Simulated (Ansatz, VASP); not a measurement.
CdSeS4: VASP beside Ansatz

```
Cd Se S
1.0
     5.03403    0.00000    0.00000
     0.00000    5.03403    0.00000
     0.00000    0.00000    5.05718
Cd Se S
1 1 4
Cartesian
  2.5170 2.5170 2.5286
  0.0000 0.0000 0.0000
  2.5170 0.0000 3.9509
  0.0000 2.5170 1.1063
  2.5170 0.0000 1.1063
  0.0000 2.5170 3.9509
```

Change from the starting cell: species swapped into the Na4TeSe type (P4/mmm, No. 123).

Alike in both runs: functional PBE; k mesh 4 × 4 × 4; occupations gaussian, width 0.1 eV; no spin polarisation.

Ansatz relaxed the structure, and its values are those at the end. VASP's run is a single point on that final structure, the one shown.

```csv
,VASP,Ansatz
version,VASP 6.6.1,Ansatz 0.2.0
potentials or method,"VASP PAW PBE potentials, release 64 (Cd, Se, S), cutoff 520 eV","scalar-relativistic, plane waves, PAW"
valence electrons in the cell,42,60
```

Ansatz gave:

- gap on the k mesh at the Fermi level (eV): none
- pressure (GPa): -0.1
- rms of the force components (eV/Å): 0.017

Problem. Estimate VASP's values.

Solution. gap on the k mesh at the Fermi level (eV): none; pressure (GPa): -0.1; rms of the force components (eV/Å): 0.059.

A gap of «none» marks a metal or a gap that the smearing closes. VASP's potentials hold 42 valence electrons a cell and Ansatz's 60, so a difference there can come from the potentials and not from the codes.
